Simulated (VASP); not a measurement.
# MgAl6N8 (a cell with a defect) in VASP: notebook, part 2 of 2

VASP 6.6.1. The steps go on from the part before.

## Step 3: Single point, PBE

INCAR

```
PREC = Accurate
ENCUT = 750
EDIFF = 1E-6
ISMEAR = -1
SIGMA = 0.05
LREAL = Auto
LASPH = T
NELM = 120
ALGO = Normal
ISIF = 2
LWAVE = F
LCHARG = T
GGA = PE
LELF = T
LVHAR = T
NBANDS = 47
GGA_COMPAT = F
```

KPOINTS

```
Automatic mesh
0
Gamma
  2 2 2
```

POSCAR

```
MgAl6N8
1.0
   -3.1100000000     -5.3866780000      0.0000000000
    4.6650000000     -2.6933390000      0.0000000000
    0.0000000000      0.0000000000      4.9800000000
Al N Mg
6 8 1
Direct
    0.4938878044      0.6756219638     -0.0021524116
    0.2370604347      0.1587852369     -0.0006154151
    0.2443804180      0.8243616158      0.5018793952
   -0.0000915778      0.6638799763      0.0001452094
    0.0042903882      0.3729020183      0.5398125236
    0.7601107869      0.8181648474      0.4978951322
    0.5006282639      0.7781322975      0.3489221391
    0.4746691624      0.3412650977      0.9791382408
    0.1206825353      0.1134234670      0.3568322658
    0.2420096026      0.8345673451      0.8694719667
    0.0051808798      0.6543872743      0.3701339739
    0.0065573606      0.3416450901      0.8880151294
    0.8927086618      0.1090777768      0.3644127052
    0.7506364211      0.8006292699      0.8614225819
    0.7398556581      0.1548673231     -0.0039872363
```

Potentials or basis: VASP PAW PBE potentials, release 64 (Al, N, Mg_sv).

Launch:

```console
> cat potpaw_PBE.64/Al/POTCAR potpaw_PBE.64/N/POTCAR potpaw_PBE.64/Mg_sv/POTCAR > POTCAR
> mpirun -np 1 vasp_std > vasp.out
```

OUTCAR:

```text
PREC = Accurate
   ENCUT = 750
   EDIFF = 1E-6
   ISMEAR = -1
   LREAL = Auto
   LASPH = T
   NELM = 120
   ISIF = 2
   GGA = PE

 ion  position               nearest neighbor table
   1  0.494  0.676  0.998-   8 1.81   7 1.83  14 1.86  10 1.90   3 3.03   2 3.05   3 3.06   4 3.07
                             6 3.09   6 3.09   4 3.15   2 3.21
   2  0.237  0.159  0.999-   8 1.78  12 1.83  10 1.86   9 1.94   5 2.94   4 3.05   1 3.05   3 3.06
                             3 3.08   4 3.09   1 3.21   5 3.27
   3  0.244  0.824  0.502-   7 1.78  10 1.83  11 1.87   9 1.88   5 2.86   6 3.01   1 3.03   4 3.04
                             4 3.05   1 3.06   2 3.06   2 3.08   6 3.21   5 3.32
   4  1.000  0.664  0.000-  12 1.82  11 1.84  14 1.85  10 1.88   5 2.78   6 3.01   6 3.03   3 3.04
                             2 3.05   3 3.05   1 3.07   2 3.09   5 3.11   1 3.15
   5  0.004  0.373  0.540-  11 1.74  12 1.74  13 1.81   9 1.82   4 2.78   6 2.85   3 2.86   2 2.94
                             4 3.11   2 3.27   3 3.32   6 3.36
   6  0.760  0.818  0.498-   7 1.79  14 1.81  11 1.87  13 1.89   5 2.85   4 3.01   3 3.01   4 3.03
                             1 3.09   1 3.09   3 3.21   5 3.36
   7  0.501  0.778  0.349-   3 1.78   6 1.79   1 1.83
   8  0.475  0.341  0.979-   2 1.78   1 1.81  15 1.93
   9  0.121  0.113  0.357-  13 1.42   5 1.82   3 1.88   2 1.94
  10  0.242  0.835  0.869-   3 1.83   2 1.86   4 1.88   1 1.90
  11  0.005  0.654  0.370-   5 1.74   4 1.84   3 1.87   6 1.87
  12  0.007  0.342  0.888-   5 1.74   4 1.82   2 1.83  15 2.01
  13  0.893  0.109  0.364-   9 1.42   5 1.81   6 1.89
  14  0.751  0.801  0.861-   6 1.81   4 1.85   1 1.86  15 2.02
  15  0.740  0.155  0.996-   8 1.93  12 2.01  14 2.02

  LATTYP: Found a simple orthorhombic cell.
 ALAT       =     4.9800000000
 B/A-ratio  =     1.0816622507
 C/A-ratio  =     1.2489959819

  Lattice vectors:

 A1 = (   0.0000000000,   0.0000000000,  -4.9800000000)
[... 171 lines left out ...]
  volume of cell :      166.86
 maximum number of plane-waves:      7804
 NGX is ok and might be reduce to    56
   NGX = 27   NGY = 25   NGZ = 23

 number of electron      67.9999999 magnetization

 Free energy of the ion-electron system (eV)
  ---------------------------------------------------
  ext. energy  EPLUGINS =         0.00000000
  ---------------------------------------------------
  free energy    TOTEN  =      -101.54757624 eV

  energy without entropy =     -101.51069304  energy(sigma->0) =     -101.52913464

 E-fermi :   4.9012     XC(G=0): -10.3152

 val. band max:        4.8168703553   @ k =   0.5000   0.5000   0.0000
 cond. band min:       4.9950469157   @ k =   0.5000   0.5000   0.5000
 fundamental gap:      0.1781765605
 Fermi energy:         4.9011547590

 k-point     1 :       0.0000    0.0000    0.0000
  band No.  band energies     occupation
      1     -67.7829      2.00000
      2     -34.6112      2.00000
      3     -34.5423      2.00000
      4     -34.5096      2.00000
      5     -14.0916      2.00000
      6      -9.9947      2.00000
[... 381 lines left out ...]
     45      13.7465      0.00000
     46      14.0570      0.00000
 [bands above 46 left out]

------------------------ aborting loop because EDIFF is reached ----------------------------------------

  FORCE on cell =-STRESS in cart. coord.  units (eV):
  Direction    XX          YY          ZZ          XY          YZ          ZX
  --------------------------------------------------------------------------------------
  -------------------------------------------------------------------------------------
  Total       23.8576115     15.6927488     20.0620789     -5.5001201     -1.9457546      0.9364798
  in kB      229.0850782    150.6845979    192.6396914    -52.8131431    -18.6834854      8.9922473
  external PRESSURE =     190.8031225 kB  Pullay stress =       0.0000000 kB

 VOLUME and BASIS-vectors are now :
 -----------------------------------------------------------------------------
  energy-cutoff  :      750.00
  volume of cell :      166.86
      direct lattice vectors                 reciprocal lattice vectors
    -3.110000000 -5.386678000  0.000000000    -0.080385852 -0.139232380  0.000000000
     4.665000000 -2.693339000  0.000000000     0.160771704 -0.092821587  0.000000000
     0.000000000  0.000000000  4.980000000     0.000000000  0.000000000  0.200803213

 POSITION                                       TOTAL-FORCE (eV/Angst)
 -----------------------------------------------------------------------------------
      1.61579     -4.48009      4.96928        -0.009316     -0.024638      0.003573
      0.00348     -1.70463      4.97694         0.012809      0.016244      0.010753
      3.08562     -3.53668      2.49936         0.017195      0.003207     -0.009517
     -0.01272     -7.17424      0.00072         0.007358      0.023683      0.016334
      1.72624     -1.02746      2.68827        -0.005450     -0.019368      0.001641
      1.45279     -6.29807      2.47952         0.001302     -0.008616     -0.004773
      2.07303     -4.79250      1.73763        -0.008403     -0.008913     -0.002226
      0.11578     -3.47603      4.87611         0.020158      0.000754     -0.002897
      0.15380     -0.95557      1.77702        -0.056743     -0.088272     -0.015176
      3.14061     -3.55140      4.32997        -0.005191     -0.006560      0.019848
      3.03660     -1.79039      1.84327         0.004592     -0.010449     -0.009302
      1.57338     -0.95549      4.42232         0.006751     -0.010612     -0.001131
     -2.26748     -5.10252      1.81478         0.036879      0.106317      0.015202
      1.40046     -6.19980      4.28988        -0.015548      0.022130     -0.017926
     -1.57850     -4.40247      4.96014        -0.006393      0.005094     -0.004403
 -----------------------------------------------------------------------------------
    total drift:                               -0.002904     -0.003228      0.006052

  FREE ENERGIE OF THE ION-ELECTRON SYSTEM (eV)
  ---------------------------------------------------
  free  energy   TOTEN  =      -101.5475762426 eV

  energy  without entropy=     -101.5106930360  energy(sigma->0) =     -101.52913464
```

Wall time 85 s (1 thread of Intel Xeon 6975P-C (Granite Rapids), shared host); peak memory 0.35 GiB.

What came out:

| Property | Result |
| --- | --- |
| Free energy | -101.5476 eV |
| Pressure | 19.1 GPa |
| Largest force | 0.114 eV/Å |
| Band gap on the k mesh | zero (bands 34 and 35 overlap by 0.27 eV) |

Forces on the atoms (eV/Å):
```
Al  -0.009 -0.025  0.004
Al   0.013  0.016  0.011
Al   0.017  0.003 -0.010
Al   0.007  0.024  0.016
Al  -0.005 -0.019  0.002
Al   0.001 -0.009 -0.005
N   -0.008 -0.009 -0.002
N    0.020  0.001 -0.003
N   -0.057 -0.088 -0.015
N   -0.005 -0.007  0.020
N    0.005 -0.010 -0.009
N    0.007 -0.011 -0.001
N    0.037  0.106  0.015
N   -0.016  0.022 -0.018
Mg  -0.006  0.005 -0.004
```

Stress tensor (GPa, compression positive):
```
22.91 -5.28  0.90
-5.28 15.07 -1.87
 0.90 -1.87 19.26
```

Caveat: the k points lie up to 0.63 Å⁻¹ apart.
